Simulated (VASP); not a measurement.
Ga3SbAs2, 6 atoms in the cell. Symmetry: P3m1, No. 156, trigonal system. Conventional cell: a = 4.046 Å, b = 4.046 Å, c = 9.935 Å, α = 90.00°, β = 90.00°, γ = 120.00°. Within 3.2 Å of Ga (site symmetry 3m) lie 1 As at 2.41 Å and 3 Sb at 2.54 Å. Within 3.2 Å of Ga (site symmetry 3m) lie 4 As at 2.42 to 2.45 Å. Within 3.2 Å of Ga (site symmetry 3m) lie 3 As at 2.46 Å and 1 Sb at 2.60 Å. Sb (site symmetry 3m) has 4 Ga at 2.54 to 2.60 Å within 3.3 Å. Within 3.2 Å of As (site symmetry 3m) lie 4 Ga at 2.41 to 2.45 Å. As (site symmetry 3m) has 4 Ga at 2.42 to 2.46 Å within 3.2 Å.  This cell differs from its parent crystal: volume scaled by 0.91, then relaxed in part.

* Program: VASP 6.6.1
* Task: single point
* Functional: PBE
* Potentials or basis: VASP PAW PBE potentials, release 64 (Ga_d, Sb, As)
* Cutoff: 520 eV
* k mesh: 12 × 12 × 4
* Occupations: gaussian, width 0.1 eV
* Spin: no spin polarisation
* Dipole correction: no
* Further INCAR settings: ALGO = Normal; EDIFF = 1e-06; NBANDS = 36

Potentials or basis: VASP PAW PBE potentials, release 64 (Ga_d, Sb, As).

Command:

```console
$ cat potpaw_PBE.64/Ga_d/POTCAR potpaw_PBE.64/Sb/POTCAR potpaw_PBE.64/As/POTCAR > POTCAR
$ mpirun -np 1 vasp_std > vasp.out
```

Hardware: 1 thread of Intel(R) Xeon(R) Platinum 8259CL CPU @ 2.50GHz (Skylake/Cascade Lake), on a shared host.

Question: How long does it take, and how much memory?

Answer: It took 6.2 min on 1 thread of Intel(R) Xeon(R) Platinum 8259CL CPU @ 2.50GHz (Skylake/Cascade Lake) (shared host), peak memory 0.46 GiB. Counts: scf iterations 15, k points 69.
